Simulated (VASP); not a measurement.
# HfC (Fm-3m) in VASP: notebook

The runs below take HfC through single point, with B3LYP5, HSE06, PBE0, revPBE+D4, revPBE+D3(BJ).

Program: VASP 6.6.1. These are calculated values, not measurements. Logs are shortened: lines on timing, memory, paths and dates and some standing lists are left out, and cuts for length are marked.

## (1) The cell of the first run

The structure is cubic, space group Fm-3m (No. 225). Conventional cell: a = 4.650 Å, b = 4.650 Å, c = 4.650 Å, α = 90.00°, β = 90.00°, γ = 90.00°. Hf (site symmetry m-3m) has 6 C at 2.33 Å within 3.1 Å. C (site symmetry m-3m) has 6 Hf at 2.33 Å within 3.1 Å.

## (2) Single point, B3LYP5

Input file POSCAR:

```
HfC
1.0
    0.0000000000      2.3250000000      2.3250000000
    2.3250000000      0.0000000000      2.3250000000
    2.3250000000      2.3250000000      0.0000000000
Hf C
1 1
Direct
    0.5000000000      0.5000000000      0.5000000000
    0.0000000000      0.0000000000      0.0000000000
```

Input file INCAR.step1:

```
ALGO = Normal
EDIFF = 1E-5
ENCUT = 520
GGA = PE
GGA_COMPAT = False
ISIF = 2
ISMEAR = 0
LASPH = True
LCHARG = False
LREAL = False
LWAVE = True
NBANDS = 14
NELM = 120
PREC = Accurate
SIGMA = 0.15
```

Input file INCAR.step2:

```
AEXX = 0.2
AGGAC = 0.81
AGGAX = 0.72
ALDAC = 0.19
ALGO = Normal
EDIFF = 1E-6
ENCUT = 520
GGA = B5
GGA_COMPAT = False
ISIF = 2
ISMEAR = 0
ISTART = 1
LASPH = True
LCHARG = False
LHFCALC = True
LREAL = False
LWAVE = False
NBANDS = 14
NELM = 120
PREC = Accurate
PRECFOCK = Normal
SIGMA = 0.15
```

Input file KPOINTS:

```
k-points
0
Gamma
  6 6 6
```

Potentials or basis: VASP PAW PBE potentials, release 64 (Hf_pv, C).

Run with:

```sh
cat potpaw_PBE.64/Hf_pv/POTCAR potpaw_PBE.64/C/POTCAR > POTCAR
cp INCAR.step1 INCAR
mpirun -np 1 vasp_std > vasp.out
cp INCAR.step2 INCAR
mpirun -np 1 vasp_std > vasp.out
```

OUTCAR:

```text
AEXX = 0.2
   EDIFF = 1E-6
   ENCUT = 520
   GGA = B5
   ISIF = 2
   ISMEAR = 0
   ISTART = 1
   LASPH = True
   LHFCALC = True
   LREAL = False
   NELM = 120
   PREC = Accurate
   PRECFOCK = Normal

 ion  position               nearest neighbor table
   1  0.500  0.500  0.500-   2 2.33   2 2.33   2 2.33   2 2.33   2 2.33   2 2.33
   2  0.000  0.000  0.000-   1 2.33   1 2.33   1 2.33   1 2.33   1 2.33   1 2.33

  LATTYP: Found a face centered cubic cell.
 ALAT       =     4.6500000000

  Lattice vectors:

 A1 = (   0.0000000000,   2.3250000000,   2.3250000000)
 A2 = (   2.3250000000,   0.0000000000,   2.3250000000)
 A3 = (   2.3250000000,   2.3250000000,   0.0000000000)

Analysis of symmetry for initial positions (statically):
=====================================================================
 Subroutine PRICEL returns:
 Original cell was already a primitive cell.

 Routine SETGRP: Setting up the symmetry group for a
 face centered cubic supercell.

 Subroutine GETGRP returns: Found 48 space group operations
 (whereof 48 operations were pure point group operations)
 out of a pool of 48 trial point group operations.

The static configuration has the point symmetry O_h .

Analysis of symmetry for dynamics (positions and initial velocities):
=====================================================================
 Subroutine PRICEL returns:
 Original cell was already a primitive cell.

 Routine SETGRP: Setting up the symmetry group for a
 face centered cubic supercell.

 Subroutine GETGRP returns: Found 48 space group operations
 (whereof 48 operations were pure point group operations)
 out of a pool of 48 trial point group operations.

The dynamic configuration has the point symmetry O_h .

 Subroutine INISYM returns: Found 48 space group operations
 (whereof 48 operations are pure point group operations),
 and found     1 'primitive' translations

----------------------------------------------------------------------------------------

                                     Primitive cell

  volume of cell :      25.1362

  direct lattice vectors                    reciprocal lattice vectors
     0.000000000  2.325000000  2.325000000    -0.215053763  0.215053763  0.215053763
     2.325000000  0.000000000  2.325000000     0.215053763 -0.215053763  0.215053763
     2.325000000  2.325000000  0.000000000     0.215053763  0.215053763 -0.215053763

  length of vectors
     3.288046533  3.288046533  3.288046533     0.372484045  0.372484045  0.372484045

  position of ions in fractional coordinates (direct lattice)
     0.500000000  0.500000000  0.500000000
     0.000000000  0.000000000  0.000000000

  ion indices of the primitive-cell ions
   primitive index   ion index
                 1           1
                 2           2

----------------------------------------------------------------------------------------

 KPOINTS: k-points

Automatic generation of k-mesh.
 Grid dimensions read from file:
 generate k-points for:    6    6    6

 Generating k-lattice:

  Cartesian coordinates                     Fractional coordinates (reciprocal lattice)
    -0.035842294  0.035842294  0.035842294     0.166666667  0.000000000  0.000000000
     0.035842294 -0.035842294  0.035842294     0.000000000  0.166666667  0.000000000
     0.035842294  0.035842294 -0.035842294     0.000000000  0.000000000  0.166666667

  Length of vectors
     0.062080674  0.062080674  0.062080674

  Shift w.r.t. Gamma in fractional coordinates (k-lattice)
     0.000000000  0.000000000  0.000000000

 Subroutine IBZKPT returns following result:
 ===========================================

 Found     16 irreducible k-points:

 Following reciprocal coordinates:
            Coordinates               Weight
  0.000000  0.000000  0.000000      1.000000
  0.166667  0.000000  0.000000      8.000000
  0.333333  0.000000  0.000000      8.000000
  0.500000  0.000000  0.000000      4.000000
  0.166667  0.166667  0.000000      6.000000
  0.333333  0.166667  0.000000     24.000000
[... 8 lines left out ...]
 -0.333333  0.333333  0.166667     24.000000
 -0.333333  0.500000  0.166667     12.000000
   k-points           NKPTS =     16   k-points in BZ     NKDIM =    216   number of bands    NBANDS=     14
   number of dos      NEDOS =    301   number of ions     NIONS =      2
   total plane-waves  NPLWV =  13824
   dimension x,y,z NGX =    24 NGY =   24 NGZ =   24
   dimension x,y,z NGXF=    48 NGYF=   48 NGZF=   48
   ions per type =               1   1
   NGX,Y,Z   is equivalent  to a cutoff of  12.13, 12.13, 12.13 a.u.
   NGXF,Y,Z  is equivalent  to a cutoff of  24.27, 24.27, 24.27 a.u.
 SYSTEM =  unknown system
   PREC   = accura    normal or accurate (medium, high low for compatibility)
   ISTART =      1    job   : 0-new  1-cont  2-samecut
   ICHARG =      0    charge: 1-file 2-atom 10-const
   ISPIN  =      1    spin polarized calculation?
   LNONCOLLINEAR =      F non collinear calculations
[... 77 lines left out ...]
      9       8.2674      0.00000
     10       8.2674      0.00000
     11      10.1950      0.00000
     12      10.1950      0.00000
     13      14.2897      0.00000
     14      18.6220      0.00000

 k-point     2 :       0.1667    0.0000    0.0000
  band No.  band energies     occupation
      1     -25.7234      2.00000
      2     -25.5454      2.00000
      3     -25.5454      2.00000
      4      -6.9722      2.00000
      5       4.1784      2.00000
      6       4.8985      2.00000
      7       4.8985      2.00000
      8       9.1815      0.00000
      9       9.1815      0.00000
     10       9.4895      0.00000
     11      12.7975      0.00000
     12      12.7975      0.00000
     13      15.6536      0.00000
     14      20.3869      0.00000

 k-point     3 :       0.3333    0.0000    0.0000
  band No.  band energies     occupation
      1     -26.0945      2.00000
      2     -25.5799      2.00000
      3     -25.5799      2.00000
      4      -5.1974      2.00000
      5       0.9832      2.00000
      6       3.0573      2.00000
      7       3.0573      2.00000
      8      10.8032      0.00000
      9      11.0702      0.00000
     10      11.0702      0.00000
     11      16.5145      0.00000
     12      16.5314      0.00000
     13      16.5315      0.00000
     14      20.7244      0.00000

 k-point     4 :       0.5000    0.0000    0.0000
  band No.  band energies     occupation
      1     -26.2710      2.00000
      2     -25.5970      2.00000
      3     -25.5970      2.00000
      4      -3.7295      2.00000
      5      -0.8713      2.00000
      6       2.4220      2.00000
      7       2.4220      2.00000
      8      12.4452      0.00000
      9      12.4452      0.00000
     10      13.0195      0.00000
     11      13.9030      0.00000
     12      18.7908      0.00000
     13      18.7908      0.00000
     14      20.7974      0.00000

 k-point     5 :       0.1667    0.1667    0.0000
  band No.  band energies     occupation
      1     -25.7088      2.00000
      2     -25.5905      2.00000
      3     -25.5905      2.00000
      4      -6.8088      2.00000
      5       3.1297      2.00000
      6       5.5958      1.99286
      7       5.5958      1.99286
      8       7.1085      0.00000
      9      10.6328      0.00000
     10      10.9150      0.00000
     11      10.9150      0.00000
[... 140 lines left out ...]
 k-point    14 :       0.5000    0.3333    0.1667
  band No.  band energies     occupation
      1     -26.0665      2.00000
      2     -25.8100      2.00000
      3     -25.6691      2.00000
      4      -4.9988      2.00000
      5       1.1561      2.00000
      6       3.2818      2.00000
      7       3.3856      2.00000
      8       9.0028      0.00000
      9      12.7804      0.00000
     10      13.1991      0.00000
     11      13.5756      0.00000
     12      16.7611      0.00000
     13      19.4571      0.00000
     14      20.1584      0.00000

 k-point    15 :      -0.3333    0.3333    0.1667
  band No.  band energies     occupation
      1     -26.0886      2.00000
      2     -25.8895      2.00000
      3     -25.7114      2.00000
      4      -4.6803      2.00000
      5       1.1685      2.00000
      6       2.8022      2.00000
      7       3.1868      2.00000
      8      10.7713      0.00000
      9      10.8412      0.00000
     10      13.5137      0.00000
     11      15.6480      0.00000
     12      15.8947      0.00000
     13      19.7356      0.00000
     14      20.7061      0.00000

 k-point    16 :      -0.3333    0.5000    0.1667
  band No.  band energies     occupation
      1     -26.0836      2.00000
      2     -25.8826      2.00000
      3     -25.7896      2.00000
      4      -5.1805      2.00000
      5       2.7957      2.00000
      6       3.1380      2.00000
      7       3.1872      2.00000
      8       8.8538      0.00000
      9      12.3983      0.00000
     10      13.8520      0.00000
     11      13.8735      0.00000
     12      15.6461      0.00000
     13      19.0813      0.00000
     14      20.8386      0.00000

------------------------ aborting loop because EDIFF is reached ----------------------------------------

  FORCE on cell =-STRESS in cart. coord.  units (eV):
  Direction    XX          YY          ZZ          XY          YZ          ZX
  --------------------------------------------------------------------------------------
  -------------------------------------------------------------------------------------
  Total        0.4247604      0.4247604      0.4247604      0.0000000      0.0000000      0.0000000
  in kB       27.0742050     27.0742050     27.0742050      0.0000000      0.0000000      0.0000000
  external PRESSURE =      27.0742050 kB  Pullay stress =       0.0000000 kB

 VOLUME and BASIS-vectors are now :
 -----------------------------------------------------------------------------
  energy-cutoff  :      520.00
  volume of cell :       25.14
      direct lattice vectors                 reciprocal lattice vectors
     0.000000000  2.325000000  2.325000000    -0.215053763  0.215053763  0.215053763
     2.325000000  0.000000000  2.325000000     0.215053763 -0.215053763  0.215053763
     2.325000000  2.325000000  0.000000000     0.215053763  0.215053763 -0.215053763

 POSITION                                       TOTAL-FORCE (eV/Angst)
 -----------------------------------------------------------------------------------
      2.32500      2.32500      2.32500        -0.000000     -0.000000     -0.000000
      0.00000      0.00000      0.00000         0.000000      0.000000      0.000000
 -----------------------------------------------------------------------------------
    total drift:                               -0.000000     -0.000000      0.000000

  FREE ENERGIE OF THE ION-ELECTRON SYSTEM (eV)
  ---------------------------------------------------
  free  energy   TOTEN  =       -22.9484769046 eV

  energy  without entropy=      -22.9482334569  energy(sigma->0) =      -22.94835518
```

Run time: 26 min. Hardware: 1 thread of Intel Xeon Platinum 8375C at 2.90GHz (Ice Lake), shared host; peak memory 0.16 GiB.

Results:

| Item | Value |
| --- | --- |
| Free energy | -22.9485 eV |
| Pressure | 2.7 GPa |
| Band gap on the k mesh | zero (bands 7 and 8 overlap by 1.93 eV) |

Caveat: the k points lie up to 0.39 Å⁻¹ apart, too coarse for converged energies and pressures of a metal; the PAW data sets were made with another functional, which shifts forces and pressure a little; spin-orbit coupling is left out, which moves the levels of the heavy elements.

## (3) Single point, HSE06

This run uses another cell than the first one, of 12.32 Å³/atom.

Input file POSCAR:

```
HfC
1.0
    0.0000000000      2.3093955030      2.3093955030
    2.3093955030      0.0000000000      2.3093955030
    2.3093955030      2.3093955030      0.0000000000
Hf C
1 1
Direct
    0.5000000000      0.5000000000      0.5000000000
    0.0000000000      0.0000000000      0.0000000000
```

Input file INCAR.step1:

```
ALGO = Normal
EDIFF = 1E-5
ENCUT = 520
GGA = PE
ISIF = 2
ISMEAR = -1
LASPH = True
LREAL = False
LWAVE = True
NBANDS = 14
NELM = 60
PREC = Accurate
SIGMA = 0.05
```

Input file INCAR.step2:

```
ALGO = Normal
EDIFF = 1E-6
ENCUT = 520
GGA = PE
HFSCREEN = 0.2079
ISIF = 2
ISMEAR = -1
ISTART = 1
LASPH = True
LCHARG = True
LELF = True
LHFCALC = True
LREAL = False
LVHAR = True
LWAVE = False
NBANDS = 14
NELM = 60
PREC = Accurate
PRECFOCK = Normal
SIGMA = 0.05
```

KPOINTS is that of step 2.

Potentials or basis: VASP PAW PBE potentials, release 64 (Hf_pv, C).

Run with:

```sh
cat potpaw_PBE.64/Hf_pv/POTCAR potpaw_PBE.64/C/POTCAR > POTCAR
cp INCAR.step1 INCAR
mpirun -np 1 vasp_std > vasp.out
cp INCAR.step2 INCAR
mpirun -np 1 vasp_std > vasp.out
```

Wall time 19 min (1 thread of AMD EPYC 7R13 (Zen 3), shared host); peak memory 0.23 GiB.

Results (log left out):

```
Free energy            : -23.9949 eV
Pressure               : 0.7 GPa
Band gap on the k mesh : zero (bands 7 and 8 overlap by 1.60 eV)
```

Levels at points of the mesh, in eV from the Fermi level:
| k point | band 3 | band 4 | band 5 | band 6 | band 7 | band 8 | band 9 | band 10 | band 11 | band 12 |
| --- | --- | --- | --- | --- | --- | --- | --- | --- | --- | --- |
| (0.00, 0.00, 0.00) | -31.41 | -13.83 | 1.33 | 1.33 | 1.33 | 2.21 | 2.21 | 2.21 | 4.24 | 4.24 |
| (0.50, 0.00, 0.00) | -31.48 | -9.61 | -6.85 | -3.32 | -3.32 | 6.66 | 6.66 | 7.22 | 7.57 | 13.28 |
| (0.50, 0.50, 0.00) | -31.69 | -11.75 | -2.97 | -1.50 | 0.01 | 0.01 | 6.39 | 8.19 | 8.19 | 9.92 |

Caveat: the k points lie up to 0.39 Å⁻¹ apart, too coarse for converged energies and pressures of a metal; the PAW data sets were made with another functional, which shifts forces and pressure a little; spin-orbit coupling is left out, which moves the levels of the heavy elements.

## (4) Single point, PBE0

This run uses another cell than the first one, of 12.32 Å³/atom.

POSCAR is that of step 3.

Input file INCAR.step1:

```
PREC = Accurate ; ENCUT = 520
EDIFF = 1E-5 ; ISMEAR = -1
SIGMA = 0.05 ; LREAL = F
LASPH = T ; NELM = 80
ALGO = Normal ; ISIF = 2
LWAVE = T ; NBANDS = 14
GGA = PE
```

Input file INCAR.step2:

```
PREC = Accurate ; ENCUT = 520
EDIFF = 1E-6 ; ISMEAR = -1
SIGMA = 0.05 ; LREAL = F
LASPH = T ; NELM = 80
ALGO = Normal ; ISIF = 2
LWAVE = F ; LCHARG = T
GGA = PE ; LHFCALC = T
AEXX = 0.25 ; PRECFOCK = Normal
LELF = T ; LVHAR = T
NBANDS = 14 ; ISTART = 1
```

Input file KPOINTS:

```
Automatic mesh
0
Gamma
  6 6 6
```

Run with:

```sh
cat potpaw_PBE.64/Hf_pv/POTCAR potpaw_PBE.64/C/POTCAR > POTCAR
cp INCAR.step1 INCAR
mpirun -np 1 vasp_std > vasp.out
cp INCAR.step2 INCAR
mpirun -np 1 vasp_std > vasp.out
```

It took 20 min on 1 thread of AMD EPYC 7R13 (Zen 3), shared host; peak memory 0.13 GiB.

The run converged. Its results:

```
Free energy            : -25.5567 eV
Pressure               : 0.4 GPa
Band gap on the k mesh : zero (bands 7 and 8 overlap by 2.14 eV)
```

Levels at points of the mesh, in eV from the Fermi level:
```csv
k point,band 3,band 4,band 5,band 6,band 7,band 8,band 9,band 10,band 11,band 12
"(0.00, 0.00, 0.00)",-31.74,-14.20,1.60,1.60,1.60,2.62,2.62,2.62,4.66,4.66
"(0.50, 0.00, 0.00)",-31.82,-9.96,-7.23,-3.67,-3.67,7.14,7.14,7.69,7.99,13.76
"(0.50, 0.50, 0.00)",-32.02,-12.11,-3.31,-1.74,0.31,0.31,6.83,8.66,8.66,10.37
```

Caveat: the k points lie up to 0.39 Å⁻¹ apart, too coarse for converged energies and pressures of a metal; the PAW data sets were made with another functional, which shifts forces and pressure a little; spin-orbit coupling is left out, which moves the levels of the heavy elements.

## (5) Single point, revPBE+D4

This run uses another cell than the first one, of 12.38 Å³/atom.

Input file INCAR:

```
SYSTEM = HfC
PREC = Accurate ; ENCUT = 520
EDIFF = 1E-6 ; ISMEAR = -1
SIGMA = 0.05 ; LREAL = .False.
LASPH = .True. ; NELM = 100
ALGO = Normal ; ISIF = 2
LWAVE = .False. ; LCHARG = .False.
GGA = RE ; IVDW = 13
NBANDS = 14
```

Input file KPOINTS:

```
regular mesh
0
Gamma
  10 10 10
  0 0 0
```

Input file POSCAR:

```
HfC
1.0
    0.0000000000      2.3132099043      2.3132099043
    2.3132099043      0.0000000000      2.3132099043
    2.3132099043      2.3132099043      0.0000000000
Hf C
1 1
Direct
    0.5000000000      0.5000000000      0.5000000000
    0.0000000000      0.0000000000      0.0000000000
```

Run with:

```sh
cat potpaw_PBE.64/Hf_pv/POTCAR potpaw_PBE.64/C/POTCAR > POTCAR
mpirun -np 1 vasp_std > vasp.out
```

Run time: 19 s. Hardware: 1 thread of Intel Xeon 8259CL, shared host; peak memory 0.15 GiB.

The run converged. Its results:

```
Free energy                : -21.1352 eV
Pressure                   : -0.7 GPa
Band gap on the k mesh     : zero (bands 7 and 8 overlap by 1.41 eV)
Dispersion energy per atom : -0.427 eV
```

Levels at points of the mesh, in eV from the Fermi level:
```tsv
k point	band 4	band 5	band 6	band 7	band 8	band 9	band 10	band 11
(0.00, 0.00, 0.00)	-12.45	0.98	0.98	0.98	1.39	1.39	1.39	3.42
(0.50, 0.00, 0.00)	-8.64	-6.23	-3.06	-3.06	5.40	5.40	5.88	6.58
(0.50, 0.50, 0.00)	-10.55	-2.62	-1.84	-0.11	-0.11	5.38	6.86	6.86
```

Caveat: the PAW data sets were made with another functional, which shifts forces and pressure a little; spin-orbit coupling is left out, which moves the levels of the heavy elements.

## (6) Single point, revPBE+D3(BJ)

This run uses another cell than the first one, of 12.26 Å³/atom.

Input file INCAR:

```
SYSTEM = HfC
PREC = Accurate
ENCUT = 520
EDIFF = 1E-7
ISMEAR = -1
SIGMA = 0.05
LREAL = .False.
LASPH = .True.
NELM = 80
ALGO = Normal
ISIF = 2
LWAVE = .False.
LCHARG = .False.
GGA = RE
IVDW = 12
NBANDS = 14
```

Input file KPOINTS:

```
Automatic mesh
0
Gamma
  10 10 10
  0 0 0
```

Input file POSCAR:

```
HfC
1.0
    0.0000000000      2.3059987434      2.3059987434
    2.3059987434      0.0000000000      2.3059987434
    2.3059987434      2.3059987434      0.0000000000
Hf C
1 1
Direct
    0.5000000000      0.5000000000      0.5000000000
    0.0000000000      0.0000000000      0.0000000000
```

Potentials or basis: VASP PAW PBE potentials, release 64 (Hf_pv, C).

Run with:

```sh
cat potpaw_PBE.64/Hf_pv/POTCAR potpaw_PBE.64/C/POTCAR > POTCAR
mpirun -np 1 vasp_std > vasp.out
```

It took 19 s on 1 thread of Intel Xeon 8259CL, shared host; peak memory 0.16 GiB.

The run converged. Its results:

* Free energy: -21.6201 eV
* Pressure: -0.7 GPa
* Band gap on the k mesh: zero (bands 7 and 8 overlap by 1.42 eV)
* Dispersion energy per atom: -0.675 eV

Levels at points of the mesh, in eV from the Fermi level:
| k point | band 5 | band 6 | band 7 | band 8 | band 9 | band 10 |
| --- | --- | --- | --- | --- | --- | --- |
| (0.00, 0.00, 0.00) | 0.99 | 0.99 | 0.99 | 1.40 | 1.40 | 1.40 |
| (0.50, 0.00, 0.00) | -6.27 | -3.09 | -3.09 | 5.46 | 5.46 | 5.94 |
| (0.50, 0.50, 0.00) | -2.60 | -1.87 | -0.10 | -0.10 | 5.44 | 6.94 |

Caveat: the PAW data sets were made with another functional, which shifts forces and pressure a little; spin-orbit coupling is left out, which moves the levels of the heavy elements.

## (7) The runs side by side

| level | cell | k mesh | smearing | grid for exact exchange (PRECFOCK) | share of exact exchange | screening parameter | gap on the mesh (eV) | pressure (GPa) |
| --- | --- | --- | --- | --- | --- | --- | --- | --- |
| B3LYP5 | a = 3.288 Å, angles 60.0°, 2 atoms | 6 × 6 × 6 | gaussian 0.15 eV | Normal | 0.2 | - | none | 2.7 |
| HSE06 | a = 3.266 Å, angles 60.0°, 2 atoms | 6 × 6 × 6 | fermi-dirac 0.05 eV | Normal | 0.25 | 0.2079 1/Å | none | 0.7 |
| PBE0 | a = 3.266 Å, angles 60.0°, 2 atoms | 6 × 6 × 6 | fermi-dirac 0.05 eV | Normal | 0.25 | - | none | 0.4 |
| revPBE+D4 | a = 3.271 Å, angles 60.0°, 2 atoms | 10 × 10 × 10 | fermi-dirac 0.05 eV | - | - | - | none | -0.7 |
| revPBE+D3(BJ) | a = 3.261 Å, angles 60.0°, 2 atoms | 10 × 10 × 10 | fermi-dirac 0.05 eV | - | - | - | none | -0.7 |

Alike in all rows: task single point; potentials or basis VASP PAW PBE potentials, release 64 (Hf_pv, C); no spin polarisation; cutoff (eV) 520.

Caveats: some runs use coarse meshes; the PAW data sets were made with another functional, which shifts forces and pressure a little; spin-orbit coupling is left out, which moves the levels of the heavy elements.

Absolute energies hang on the potentials; compare differences alone.
